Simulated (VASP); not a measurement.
# SrLiH3 (Pm-3m) in VASP: notebook

The runs below take SrLiH3 through single point, with LDA.

Program: VASP 6.6.1. These are calculated values, not measurements. Logs are shortened: lines on timing, memory, paths and dates and some standing lists are left out, and cuts for length are marked.

### Step 1. The cell of the first run

It takes space group Pm-3m (No. 221, cubic). Conventional cell: a = 4.631 Å, b = 4.631 Å, c = 4.631 Å, α = 90.00°, β = 90.00°, γ = 90.00°. Li (site symmetry m-3m) has 12 H at 3.27 Å and 8 Sr at 4.01 Å within 4.3 Å. Within 3.1 Å of Sr (site symmetry m-3m) lie 6 H at 2.32 Å. Within 3.1 Å of H (site symmetry 4/mmm) lie 2 Sr at 2.32 Å.

### Step 2. Single point, LDA

Contents of INCAR:

```
SYSTEM = SrLiH3
  PREC = Accurate
  ENCUT = 520
  EDIFF = 1E-6
  ISMEAR = 0
  SIGMA = 0.01
  LREAL = .FALSE.
  LASPH = .TRUE.
  NELM = 60
  ALGO = Normal
  ISIF = 2
  LWAVE = .FALSE.
  LCHARG = .FALSE.
  GGA = CA
  NBANDS = 16
```

Contents of KPOINTS:

```
regular mesh
0
G
  3 3 3
  0 0 0
```

Contents of POSCAR:

```
SrLiH3
1.0
    4.6307910000      0.0000000000      0.0000000000
    0.0000000000      4.6307910000      0.0000000000
    0.0000000000      0.0000000000      4.6307910000
Li Sr H
1 1 3
Direct
    0.0000000000      0.0000000000      0.0000000000
    0.5000000000      0.5000000000      0.5000000000
    0.0000000000      0.5000000000      0.5000000000
    0.5000000000      0.0000000000      0.5000000000
    0.5000000000      0.5000000000      0.0000000000
```

Potentials or basis: VASP PAW LDA potentials, release 64 (Li_sv, Sr_sv, H).

On the command line:

```
> cat potpaw_LDA.64/Li_sv/POTCAR potpaw_LDA.64/Sr_sv/POTCAR potpaw_LDA.64/H/POTCAR > POTCAR
> mpirun -np 1 vasp_std > vasp.out
```

OUTCAR:

```text
SYSTEM = SrLiH3
   PREC = Accurate
   ENCUT = 520
   EDIFF = 1E-6
   ISMEAR = 0
   LREAL = .FALSE.
   LASPH = .TRUE.
   NELM = 60
   ISIF = 2
   GGA = CA

 ion  position               nearest neighbor table
   1  0.000  0.000  0.000-
   2  0.500  0.500  0.500-   3 2.32   4 2.32   5 2.32   5 2.32   4 2.32   3 2.32
   3  0.000  0.500  0.500-   2 2.32   2 2.32
   4  0.500  0.000  0.500-   2 2.32   2 2.32
   5  0.500  0.500  0.000-   2 2.32   2 2.32

  LATTYP: Found a simple cubic cell.
 ALAT       =     4.6307910000

  Lattice vectors:

 A1 = (   4.6307910000,   0.0000000000,   0.0000000000)
 A2 = (   0.0000000000,   4.6307910000,   0.0000000000)
 A3 = (   0.0000000000,   0.0000000000,   4.6307910000)

Analysis of symmetry for initial positions (statically):
=====================================================================
 Subroutine PRICEL returns:
 Original cell was already a primitive cell.

 Routine SETGRP: Setting up the symmetry group for a
 simple cubic supercell.

 Subroutine GETGRP returns: Found 48 space group operations
 (whereof 48 operations were pure point group operations)
 out of a pool of 48 trial point group operations.

The static configuration has the point symmetry O_h .

Analysis of symmetry for dynamics (positions and initial velocities):
=====================================================================
 Subroutine PRICEL returns:
 Original cell was already a primitive cell.

 Routine SETGRP: Setting up the symmetry group for a
 simple cubic supercell.

 Subroutine GETGRP returns: Found 48 space group operations
 (whereof 48 operations were pure point group operations)
 out of a pool of 48 trial point group operations.

The dynamic configuration has the point symmetry O_h .

 Subroutine INISYM returns: Found 48 space group operations
 (whereof 48 operations are pure point group operations),
 and found     1 'primitive' translations

----------------------------------------------------------------------------------------

                                     Primitive cell

  volume of cell :      99.3037

  direct lattice vectors                    reciprocal lattice vectors
     4.630791000  0.000000000  0.000000000     0.215945829  0.000000000  0.000000000
     0.000000000  4.630791000  0.000000000     0.000000000  0.215945829  0.000000000
     0.000000000  0.000000000  4.630791000     0.000000000  0.000000000  0.215945829

  length of vectors
     4.630791000  4.630791000  4.630791000     0.215945829  0.215945829  0.215945829

  position of ions in fractional coordinates (direct lattice)
     0.000000000  0.000000000  0.000000000
     0.500000000  0.500000000  0.500000000
     0.000000000  0.500000000  0.500000000
     0.500000000  0.000000000  0.500000000
     0.500000000  0.500000000  0.000000000

  ion indices of the primitive-cell ions
   primitive index   ion index
                 1           1
                 2           2
                 3           3
                 4           4
                 5           5

----------------------------------------------------------------------------------------

 KPOINTS: regular mesh

Automatic generation of k-mesh.
 Grid dimensions read from file:
 generate k-points for:    3    3    3

 Generating k-lattice:

  Cartesian coordinates                     Fractional coordinates (reciprocal lattice)
     0.071981943  0.000000000  0.000000000     0.333333333  0.000000000  0.000000000
     0.000000000  0.071981943  0.000000000     0.000000000  0.333333333  0.000000000
     0.000000000  0.000000000  0.071981943     0.000000000  0.000000000  0.333333333

  Length of vectors
     0.071981943  0.071981943  0.071981943

  Shift w.r.t. Gamma in fractional coordinates (k-lattice)
     0.000000000  0.000000000  0.000000000

 Subroutine IBZKPT returns following result:
 ===========================================

 Found      4 irreducible k-points:

 Following reciprocal coordinates:
            Coordinates               Weight
  0.000000  0.000000  0.000000      1.000000
  0.333333  0.000000  0.000000      6.000000
  0.333333  0.333333  0.000000     12.000000
  0.333333  0.333333  0.333333      8.000000
   k-points           NKPTS =      4   k-points in BZ     NKDIM =      4   number of bands    NBANDS=     16
   number of dos      NEDOS =    301   number of ions     NIONS =      5
   total plane-waves  NPLWV =  46656
   dimension x,y,z NGX =    36 NGY =   36 NGZ =   36
   dimension x,y,z NGXF=    72 NGYF=   72 NGZF=   72
   ions per type =               1   1   3
   NGX,Y,Z   is equivalent  to a cutoff of  12.92, 12.92, 12.92 a.u.
   NGXF,Y,Z  is equivalent  to a cutoff of  25.85, 25.85, 25.85 a.u.
 SYSTEM =  SrLiH3
   PREC   = accura    normal or accurate (medium, high low for compatibility)
   ISTART =      0    job   : 0-new  1-cont  2-samecut
   ICHARG =      2    charge: 1-file 2-atom 10-const
   ISPIN  =      1    spin polarized calculation?
   LNONCOLLINEAR =      F non collinear calculations
   LSORBIT =      F    spin-orbit coupling
   LASPH  =      T    aspherical Exc in radial PAW
   ENCUT  =  520.0 eV  38.22 Ry    6.18 a.u.   8.61  8.61  8.61*2*pi/ulx,y,z
   NELM   =     60;   NELMIN=  2; NELMDL= -5     # of ELM steps
   EDIFF  = 0.1E-05   stopping-criterion for ELM
   LREAL  =      F    real-space projection
   EDIFFG = 0.1E-04   stopping-criterion for IOM
   NSW    =      0    number of steps for IOM
   IBRION =     -1    ionic relax: 0-MD 1-quasi-New 2-CG
   NFREE  =      0    steps in history (QN), initial steepest desc. (CG)
   ISIF   =      2    stress and relaxation
   ISYM   =      2    0-nonsym 1-usesym 2-fastsym
   POTIM  = 0.5000    time-step for ionic-motion
   TEBEG  =    0.0;   TEEND  =   0.0 temperature during run
   PSTRESS=    0.0 pullay stress
   NELECT =      16.0000    total number of electrons
   NUPDOWN=      -1.0000    fix difference up-down
   EMIN   =  10.00;   EMAX   =-10.00  energy-range for DOS
   EFERMI =   0.00;   METHOD = LEGACY
   ISMEAR =     0;   SIGMA  =   0.01  broadening in eV -4-tet -1-fermi 0-gaus
   EFERMI_NEDOS =   21; number of points for ismear=-14 and -15
   IALGO  =     38    algorithm
   IMIX   =      4    mixing-type and parameters
     AMIX     =   0.40;   BMIX     =  1.00
     AMIX_MAG =   1.60;   BMIX_MAG =  1.00
  volume/ion in A,a.u.               =      19.86       134.03
  Fermi-wavevector in a.u.,A,eV,Ry     =   0.890826  1.683417 10.797193  0.793571
  Thomas-Fermi vector in A             =   2.012567
   LORBIT       =      0    0 simple, 1 ext, 2 COOP (PROOUT), +10 PAW based schemes
   GGA     = CA    functional components
   LHFCALC =     F    Hartree Fock is set to
   AEXX    =    0.0000 exact exchange contribution
   IVDW    =     0    specifies the selected vdW correction
   LEPSILON=     F    determine dielectric tensor
   LRPA    =     F    only Hartree local field effects (RPA)
 non-spin polarized calculation
 Gauss-broadening in eV      SIGMA  =   0.01
  energy-cutoff  :      520.00
  volume of cell :       99.30
 maximum number of plane-waves:      2721
 NGX is ok and might be reduce to    36
   NGX = 17   NGY = 17   NGZ = 17

 number of electron      16.0000001 magnetization

 Free energy of the ion-electron system (eV)
  ---------------------------------------------------
  ext. energy  EPLUGINS =         0.00000000
  ---------------------------------------------------
  free energy    TOTEN  =       -14.58613055 eV

  energy without entropy =      -14.58613055  energy(sigma->0) =      -14.58613055

 E-fermi :  -1.7775     XC(G=0):  -7.0948

 val. band max:       -1.8628670208   @ k =   0.3333   0.3333   0.3333
 cond. band min:       0.7954035456   @ k =   0.3333   0.3333   0.0000
 fundamental gap:      2.6582705663
 Fermi energy:        -1.7775162914

 k-point     1 :       0.0000    0.0000    0.0000
  band No.  band energies     occupation
      1     -48.1817      2.00000
      2     -34.3424      2.00000
      3     -16.5122      2.00000
      4     -16.5122      2.00000
      5     -16.5122      2.00000
      6      -4.7433      2.00000
[... 8 lines left out ...]
     15       5.1040      0.00000
     16       8.0999      0.00000

 k-point     2 :       0.3333    0.0000    0.0000
  band No.  band energies     occupation
      1     -48.1817      2.00000
      2     -34.3402      2.00000
      3     -16.5975      2.00000
      4     -16.5083      2.00000
      5     -16.5083      2.00000
      6      -4.1408      2.00000
[... 8 lines left out ...]
     15       5.8796      0.00000
     16       6.0612      0.00000

 k-point     3 :       0.3333    0.3333    0.0000
  band No.  band energies     occupation
      1     -48.1817      2.00000
      2     -34.3380      2.00000
      3     -16.5930      2.00000
      4     -16.5921      2.00000
      5     -16.5045      2.00000
      6      -3.4871      2.00000
[... 8 lines left out ...]
     15       6.1547      0.00000
     16       6.3608      0.00000

 k-point     4 :       0.3333    0.3333    0.3333
  band No.  band energies     occupation
      1     -48.1817      2.00000
      2     -34.3359      2.00000
      3     -16.5886      2.00000
      4     -16.5872      2.00000
      5     -16.5872      2.00000
      6      -2.7058      2.00000
[... 8 lines left out ...]
     15       5.8513      0.00000
     16       6.0828      0.00000

------------------------ aborting loop because EDIFF is reached ----------------------------------------

  FORCE on cell =-STRESS in cart. coord.  units (eV):
  Direction    XX          YY          ZZ          XY          YZ          ZX
  --------------------------------------------------------------------------------------
  -------------------------------------------------------------------------------------
  Total       -0.7428328     -0.7428328     -0.7428328     -0.0000000     -0.0000000     -0.0000000
  in kB      -11.9849463    -11.9849463    -11.9849463     -0.0000000     -0.0000000     -0.0000000
  external PRESSURE =     -11.9849463 kB  Pullay stress =       0.0000000 kB

 VOLUME and BASIS-vectors are now :
 -----------------------------------------------------------------------------
  energy-cutoff  :      520.00
  volume of cell :       99.30
      direct lattice vectors                 reciprocal lattice vectors
     4.630791000  0.000000000  0.000000000     0.215945829  0.000000000  0.000000000
     0.000000000  4.630791000  0.000000000     0.000000000  0.215945829  0.000000000
     0.000000000  0.000000000  4.630791000     0.000000000  0.000000000  0.215945829

 POSITION                                       TOTAL-FORCE (eV/Angst)
 -----------------------------------------------------------------------------------
      0.00000      0.00000      0.00000         0.000000      0.000000      0.000000
      2.31540      2.31540      2.31540         0.000000      0.000000      0.000000
      0.00000      2.31540      2.31540         0.000000      0.000000      0.000000
      2.31540      0.00000      2.31540         0.000000      0.000000      0.000000
      2.31540      2.31540      0.00000         0.000000      0.000000      0.000000
 -----------------------------------------------------------------------------------
    total drift:                                0.000000      0.000000      0.000000

  FREE ENERGIE OF THE ION-ELECTRON SYSTEM (eV)
  ---------------------------------------------------
  free  energy   TOTEN  =       -14.5861305467 eV

  energy  without entropy=      -14.5861305467  energy(sigma->0) =      -14.58613055
```

It took 7.4 s on 1 thread of Intel Xeon Platinum 8488C (Sapphire Rapids), shared host; peak memory 0.17 GiB.

Results:

```yaml
Free_energy: -14.5861 eV
Band_gap_on_the_k_mesh: 2.66 eV, indirect (least direct gap 2.83 eV)
```

Caveat: the k points lie up to 0.45 Å⁻¹ apart; the cutoff is under 1.25 times the usual one of these potentials, so pressure, stress and relaxed cells hold a basis-set (Pulay) error. A k mesh can miss the band edges.

### Step 3. Single point, LDA

Contents of INCAR:

```
PREC = Accurate
ENCUT = 520
EDIFF = 1E-6
ISMEAR = 0
SIGMA = 0.01
LREAL = F
LASPH = T
NELM = 100
ALGO = Normal
ISIF = 2
LWAVE = F
LCHARG = F
NBANDS = 16
```

Contents of KPOINTS:

```
Automatic mesh
0
Gamma
  3 3 3
```

POSCAR is that of step 2.

Potentials or basis: VASP PAW LDA potentials, release 64 (Li_sv, Sr_sv, H).

On the command line:

```
> cat potpaw_LDA.64/Li_sv/POTCAR potpaw_LDA.64/Sr_sv/POTCAR potpaw_LDA.64/H/POTCAR > POTCAR
> mpirun -np 1 vasp_std > vasp.out
```

Wall time 6.2 s (1 thread of Intel Xeon Platinum 8488C (Sapphire Rapids), shared host); peak memory 0.17 GiB.

Results (log left out):

```
Free energy            : -14.5861 eV
Band gap on the k mesh : 2.66 eV, indirect (least direct gap 2.83 eV)
```

Levels at points of the mesh, in eV from the valence-band top:
```
           k point  band 6  band 7  band 8  band 9  band 10  band 11
(0.00, 0.00, 0.00)   -2.88   -0.63   -0.63    5.35     5.35     5.35
```

Caveat: the k points lie up to 0.45 Å⁻¹ apart; the cutoff is under 1.25 times the usual one of these potentials, so pressure, stress and relaxed cells hold a basis-set (Pulay) error.

[end of part 1 of 2]
